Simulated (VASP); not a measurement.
Runs of VASP 6.6.1 on Ta. The structure is that of space group I4/mmm (No. 139), or close to it. The cells are those of the table. 

```tsv
cell	further INCAR settings	gap on the mesh (eV)	pressure (GPa)
a = 3.084, b = 3.368, c = 3.368 Å, 2 atoms	ALGO = Fast; EDIFF = 1e-06; NBANDS = 18	none	2.8
a = 3.477, b = 3.231, c = 3.231 Å, 2 atoms	ALGO = Fast; EDIFF = 1e-07; NBANDS = 18	none	-4.8
a = 3.477, b = 3.214, c = 3.214 Å, 2 atoms	ALGO = Fast; EDIFF = 1e-07; NBANDS = 18	none	-2.6
a = 3.084, b = 3.330, c = 3.330 Å, 2 atoms	ALGO = Fast; EDIFF = 1e-06; NBANDS = 18	none	(a)
```

Alike in all rows: task single point; level PBEsol; potentials or basis VASP PAW PBE potentials, release 64 (Ta_pv); no spin polarisation; k mesh 16 × 16 × 16; cutoff (eV) 520; smearing gaussian 0.1 eV.

**Question.** Estimate the missing entries.

**Answer.** (a) 8.0.

Caveats: the PAW data sets were made with another functional, which shifts forces and pressure a little; spin-orbit coupling is left out, which moves the levels of the heavy elements; the stress differs along the axes, from 0 to 8 GPa (at least some runs); the stress differs along the axes, from -10 to -2 GPa (at least some runs); the stress differs along the axes, from -8 to 0 GPa (at least some runs); the stress differs along the axes, from 5 to 13 GPa (at least some runs).

A k mesh can miss the band edges, and the runs leave out spin-orbit coupling on Ta.

A gap of «none» marks levels without a gap at the run's occupations.
